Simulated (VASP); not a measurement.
# Al (Fm-3m) in VASP: a series of runs, part 2 of 2

VASP 6.6.1. Earlier steps stand in the parts before.

**4. Single point, PBE**

The input, INCAR:

```
PREC = Accurate
ENCUT = 500
EDIFF = 1E-6
ISMEAR = 1
SIGMA = 0.15
LREAL = False
LASPH = True
NELM = 120
ALGO = Normal
ISIF = 2
LWAVE = False
LCHARG = False
GGA = PE
NBANDS = 8
GGA_COMPAT = False
```

The input, KPOINTS:

```
Automatic mesh
0
Gamma
  13 13 13
```

The input, POSCAR:

```
Al
1.0
    0.0000000000      2.0174200000      2.0174200000
    2.0174200000      0.0000000000      2.0174200000
    2.0174200000      2.0174200000      0.0000000000
Al
1
Direct
    0.0000000000      0.0000000000      0.0000000000
```

Potentials or basis: VASP PAW PBE potentials, release 64 (Al).

Started as:

```console
> cat potpaw_PBE.64/Al/POTCAR > POTCAR
> mpirun -np 1 vasp_std > vasp.out
```

OUTCAR:

```text
PREC = Accurate
   ENCUT = 500
   EDIFF = 1E-6
   ISMEAR = 1
   LREAL = False
   LASPH = True
   NELM = 120
   ISIF = 2
   GGA = PE

 ion  position               nearest neighbor table
   1  0.000  0.000  0.000-

  LATTYP: Found a face centered cubic cell.
 ALAT       =     4.0348400000

  Lattice vectors:

 A1 = (   0.0000000000,   2.0174200000,   2.0174200000)
 A2 = (   2.0174200000,   0.0000000000,   2.0174200000)
 A3 = (   2.0174200000,   2.0174200000,   0.0000000000)

Analysis of symmetry for initial positions (statically):
=====================================================================
 Subroutine PRICEL returns:
 Original cell was already a primitive cell.

 Routine SETGRP: Setting up the symmetry group for a
 face centered cubic supercell.

 Subroutine GETGRP returns: Found 48 space group operations
 (whereof 48 operations were pure point group operations)
 out of a pool of 48 trial point group operations.

The static configuration has the point symmetry O_h .

Analysis of symmetry for dynamics (positions and initial velocities):
=====================================================================
 Subroutine PRICEL returns:
 Original cell was already a primitive cell.

 Routine SETGRP: Setting up the symmetry group for a
 face centered cubic supercell.

 Subroutine GETGRP returns: Found 48 space group operations
 (whereof 48 operations were pure point group operations)
 out of a pool of 48 trial point group operations.

The dynamic configuration has the point symmetry O_h .

 Subroutine INISYM returns: Found 48 space group operations
 (whereof 48 operations are pure point group operations),
 and found     1 'primitive' translations

----------------------------------------------------------------------------------------

                                     Primitive cell

  volume of cell :      16.4217

  direct lattice vectors                    reciprocal lattice vectors
     0.000000000  2.017420000  2.017420000    -0.247841302  0.247841302  0.247841302
     2.017420000  0.000000000  2.017420000     0.247841302 -0.247841302  0.247841302
     2.017420000  2.017420000  0.000000000     0.247841302  0.247841302 -0.247841302

  length of vectors
     2.853062725  2.853062725  2.853062725     0.429273728  0.429273728  0.429273728

  position of ions in fractional coordinates (direct lattice)
     0.000000000  0.000000000  0.000000000

  ion indices of the primitive-cell ions
   primitive index   ion index
                 1           1

----------------------------------------------------------------------------------------

 KPOINTS: Automatic mesh

Automatic generation of k-mesh.
 Grid dimensions read from file:
 generate k-points for:   13   13   13

 Generating k-lattice:

  Cartesian coordinates                     Fractional coordinates (reciprocal lattice)
    -0.019064716  0.019064716  0.019064716     0.076923077  0.000000000  0.000000000
     0.019064716 -0.019064716  0.019064716     0.000000000  0.076923077  0.000000000
     0.019064716  0.019064716 -0.019064716     0.000000000  0.000000000  0.076923077

  Length of vectors
     0.033021056  0.033021056  0.033021056

  Shift w.r.t. Gamma in fractional coordinates (k-lattice)
     0.000000000  0.000000000  0.000000000

 Subroutine IBZKPT returns following result:
 ===========================================

 Found     84 irreducible k-points:

 Following reciprocal coordinates:
            Coordinates               Weight
  0.000000  0.000000  0.000000      1.000000
  0.076923  0.000000  0.000000      8.000000
  0.153846  0.000000  0.000000      8.000000
  0.230769  0.000000  0.000000      8.000000
  0.307692  0.000000  0.000000      8.000000
  0.384615  0.000000  0.000000      8.000000
[... 16 lines left out ...]
  0.384615  0.153846  0.000000     24.000000
  0.461538  0.153846  0.000000     24.000000
 [... further k-points ...]
   k-points           NKPTS =     84   k-points in BZ     NKDIM =     84   number of bands    NBANDS=      8
   number of dos      NEDOS =    301   number of ions     NIONS =      1
   total plane-waves  NPLWV =  13824
   dimension x,y,z NGX =    24 NGY =   24 NGZ =   24
   dimension x,y,z NGXF=    48 NGYF=   48 NGZF=   48
   ions per type =               1
   NGX,Y,Z   is equivalent  to a cutoff of  13.98, 13.98, 13.98 a.u.
   NGXF,Y,Z  is equivalent  to a cutoff of  27.97, 27.97, 27.97 a.u.
 SYSTEM =  unknown system
   PREC   = accura    normal or accurate (medium, high low for compatibility)
   ISTART =      0    job   : 0-new  1-cont  2-samecut
   ICHARG =      2    charge: 1-file 2-atom 10-const
   ISPIN  =      1    spin polarized calculation?
   LNONCOLLINEAR =      F non collinear calculations
   LSORBIT =      F    spin-orbit coupling
   LASPH  =      T    aspherical Exc in radial PAW
   ENCUT  =  500.0 eV  36.75 Ry    6.06 a.u.   5.20  5.20  5.20*2*pi/ulx,y,z
   NELM   =    120;   NELMIN=  2; NELMDL= -5     # of ELM steps
   EDIFF  = 0.1E-05   stopping-criterion for ELM
   LREAL  =      F    real-space projection
   EDIFFG = 0.1E-04   stopping-criterion for IOM
   NSW    =      0    number of steps for IOM
   IBRION =     -1    ionic relax: 0-MD 1-quasi-New 2-CG
   NFREE  =      0    steps in history (QN), initial steepest desc. (CG)
   ISIF   =      2    stress and relaxation
   ISYM   =      2    0-nonsym 1-usesym 2-fastsym
   POTIM  = 0.5000    time-step for ionic-motion
   TEBEG  =    0.0;   TEEND  =   0.0 temperature during run
   PSTRESS=    0.0 pullay stress
   NELECT =       3.0000    total number of electrons
   NUPDOWN=      -1.0000    fix difference up-down
   EMIN   =  10.00;   EMAX   =-10.00  energy-range for DOS
   EFERMI =   0.00;   METHOD = LEGACY
   ISMEAR =     1;   SIGMA  =   0.15  broadening in eV -4-tet -1-fermi 0-gaus
   EFERMI_NEDOS =   21; number of points for ismear=-14 and -15
   IALGO  =     38    algorithm
   IMIX   =      4    mixing-type and parameters
     AMIX     =   0.40;   BMIX     =  1.00
     AMIX_MAG =   1.60;   BMIX_MAG =  1.00
  volume/ion in A,a.u.               =      16.42       110.82
  Fermi-wavevector in a.u.,A,eV,Ry     =   0.928914  1.755393 11.740216  0.862882
  Thomas-Fermi vector in A             =   2.055141
   LORBIT       =      0    0 simple, 1 ext, 2 COOP (PROOUT), +10 PAW based schemes
   GGA     = PE    functional components
   LHFCALC =     F    Hartree Fock is set to
   AEXX    =    0.0000 exact exchange contribution
   IVDW    =     0    specifies the selected vdW correction
   LEPSILON=     F    determine dielectric tensor
   LRPA    =     F    only Hartree local field effects (RPA)
 non-spin polarized calculation
 Methfessel and Paxton  Order N= 1 SIGMA  =   0.15
  energy-cutoff  :      500.00
  volume of cell :       16.42
 maximum number of plane-waves:       431
 NGX is ok and might be reduce to    24
   NGX = 11   NGY = 11   NGZ = 11

 number of electron       3.0000000 magnetization

 Free energy of the ion-electron system (eV)
  ---------------------------------------------------
  ext. energy  EPLUGINS =         0.00000000
  ---------------------------------------------------
  free energy    TOTEN  =        -3.74221410 eV

  energy without entropy =       -3.74224517  energy(sigma->0) =       -3.74222446

 E-fermi :   7.9673     XC(G=0): -10.2137

 val. band max:        7.9641835779   @ k =  -0.3077   0.2308   0.0000
 cond. band min:       7.9766307666   @ k =  -0.2308   0.3846   0.1538
 fundamental gap:      0.0124471887
 Fermi energy:         7.9672572790

 k-point     1 :       0.0000    0.0000    0.0000
  band No.  band energies     occupation
      1      -3.1173      2.00000
      2      20.6958      0.00000
      3      20.6958      0.00000
      4      20.6958      0.00000
      5      22.2235      0.00000
      6      22.2235      0.00000
      7      22.2235      0.00000
      8      24.5509      0.00000
[... 243 lines left out ...]
 k-point    24 :       0.4615    0.1538    0.0000
  band No.  band energies     occupation
      1       1.9551      2.00000
      2       6.6178      2.00000
      3      15.1519      0.00000
      4      16.2896      0.00000
      5      18.0547      0.00000
      6      24.0959      0.00000
      7      26.1255      0.00000
      8      27.9810      0.00000

 [... further k-points ...]

------------------------ aborting loop because EDIFF is reached ----------------------------------------

  FORCE on cell =-STRESS in cart. coord.  units (eV):
  Direction    XX          YY          ZZ          XY          YZ          ZX
  --------------------------------------------------------------------------------------
  -------------------------------------------------------------------------------------
  Total        0.0207646      0.0207646      0.0207646      0.0000000     -0.0000000      0.0000000
  in kB        2.0258827      2.0258827      2.0258827      0.0000000     -0.0000000      0.0000000
  external PRESSURE =       2.0258827 kB  Pullay stress =       0.0000000 kB

 VOLUME and BASIS-vectors are now :
 -----------------------------------------------------------------------------
  energy-cutoff  :      500.00
  volume of cell :       16.42
      direct lattice vectors                 reciprocal lattice vectors
     0.000000000  2.017420000  2.017420000    -0.247841302  0.247841302  0.247841302
     2.017420000  0.000000000  2.017420000     0.247841302 -0.247841302  0.247841302
     2.017420000  2.017420000  0.000000000     0.247841302  0.247841302 -0.247841302

 POSITION                                       TOTAL-FORCE (eV/Angst)
 -----------------------------------------------------------------------------------
      0.00000      0.00000      0.00000         0.000000     -0.000000      0.000000
 -----------------------------------------------------------------------------------
    total drift:                                0.000000     -0.000000     -0.000000

  FREE ENERGIE OF THE ION-ELECTRON SYSTEM (eV)
  ---------------------------------------------------
  free  energy   TOTEN  =        -3.7422141027 eV

  energy  without entropy=       -3.7422451737  energy(sigma->0) =       -3.74222446
```

stdout:

```text
POSCAR found type information on POSCAR Al
 POSCAR found :  1 types and       1 ions
 scaLAPACK will be used
 LDA part: xc-table for (Slater+PW92), standard interpolation
 POSCAR, INCAR and KPOINTS ok, starting setup
 FFT: planning ... GRIDC
 FFT: planning ... GRID_SOFT
 FFT: planning ... GRID
 WAVECAR not read
 entering main loop
```

It took 5.5 s on 1 thread of Intel Xeon 6975P-C, shared host; peak memory 0.13 GiB.

What came out:

| Property | Result |
| --- | --- |
| Free energy | -3.7422 eV |
| Pressure | 0.2 GPa |

Levels at points of the mesh, in eV from the Fermi level:
```
           k point  band 1  band 2  band 3  band 4
(0.00, 0.00, 0.00)  -11.08   12.73   12.73   12.73
```

**5. Overview**

```csv
smearing,gap on the mesh (eV),pressure (GPa)
fermi-dirac 0.1 eV,none,0.2
methfessel-paxton 0.05 eV,none,0.3
methfessel-paxton 0.15 eV,none,0.2
```

Alike in all rows: task single point; level PBE; potentials or basis VASP PAW PBE potentials, release 64 (Al); no spin polarisation; cell as given; k mesh 13 × 13 × 13; cutoff (eV) 500.

Every run on the cell as given and a fine mesh finds a metal.

Absolute energies hang on the potentials; compare differences alone.
